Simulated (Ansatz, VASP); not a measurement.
## One calculation of AlN, two programs

File INCAR:

```
SYSTEM = AlN
ALGO     = Normal         ! electronic algorithm
EDIFF    = 1E-6           ! SCF threshold, eV
EDIFFG   = -0.01          ! ionic threshold
ENCUT    = 520            ! plane-wave cutoff, eV
GGA      = PE             ! functional
IBRION   = 2              ! ionic algorithm
ISIF     = 2              ! what is computed and relaxed
ISMEAR   = 0              ! smearing method
LASPH    = .True.         ! aspherical terms in the spheres
LCHARG   = .False.        ! write CHGCAR
LREAL    = .False.        ! projectors in reciprocal space
LWAVE    = .False.        ! write WAVECAR
NELM     = 100            ! most SCF steps
NSW      = 50             ! ionic steps
PREC     = Accurate       ! precision mode
SIGMA    = 0.05           ! smearing width, eV
```

File KPOINTS:

```
k-points
0
Gamma
  9 9 6
  0 0 0
```

Contents of POSCAR:

```
AlN
1.0
    3.1925000000      0.0000000000      0.0000000000
   -1.5962500000      2.7647861016      0.0000000000
    0.0000000000      0.0000000000      5.0169562961
Al N
2 2
Direct
    0.3333333333      0.6666666667      0.0017290859
    0.6666666667      0.3333333333      0.5017290859
    0.3333333333      0.6666666667      0.3832709141
    0.6666666667      0.3333333333      0.8832709141
```

Input for Ansatz:

```yaml
crystal:
  lattice:
    - [3.1925, 0.0, 0.0]
    - [-1.59625, 2.7647861016, 0.0]
    - [0.0, 0.0, 5.0169562961]
  atoms:
    - { symbol: Al, position: [0.3333333333, 0.6666666667, 0.0017290859] }
    - { symbol: Al, position: [0.6666666667, 0.3333333333, 0.5017290859] }
    - { symbol: "N", position: [0.3333333333, 0.6666666667, 0.3832709141] }
    - { symbol: "N", position: [0.6666666667, 0.3333333333, 0.8832709141] }
basis:
  ecutwfc: 520.0
kpoints:
  mp_grid: { grid: [9, 9, 6] }
hamiltonian:
  xc: pbe
  pseudopotentials: { kind: paw, azcp: { folder: soft_1 } }
scf:
  occupations: { method: gaussian, width: 0.05 }
output:
  forces: true
  stress: true
  eigenvalues: true
  write_density: true
  write_potential: true
  elf: true
  volumetric_format: npy
relax:
  adjacent_minimum: "off"
  f_tol: 0.01
  max_steps: 30
```

Alike in both runs: task relaxation of the atoms; functional PBE; k mesh 9 × 9 × 6; occupations gaussian, width 0.05 eV; no spin polarisation.

```csv
,VASP,Ansatz
version,VASP 6.6.1,Ansatz 0.2.0
potentials or method,"VASP PAW PBE potentials, release 64 (Al, N), cutoff 520 eV","scalar-relativistic, plane waves, PAW"
valence electrons in the cell,16,16
```

|  | VASP | Ansatz | Ansatz less VASP |
| --- | --- | --- | --- |
| gap on the k mesh at the Fermi level, each at its own relaxed structure (eV) | 3.61 | 3.61 | -0.004 |

Ansatz's warnings: stress scf threshold loose.
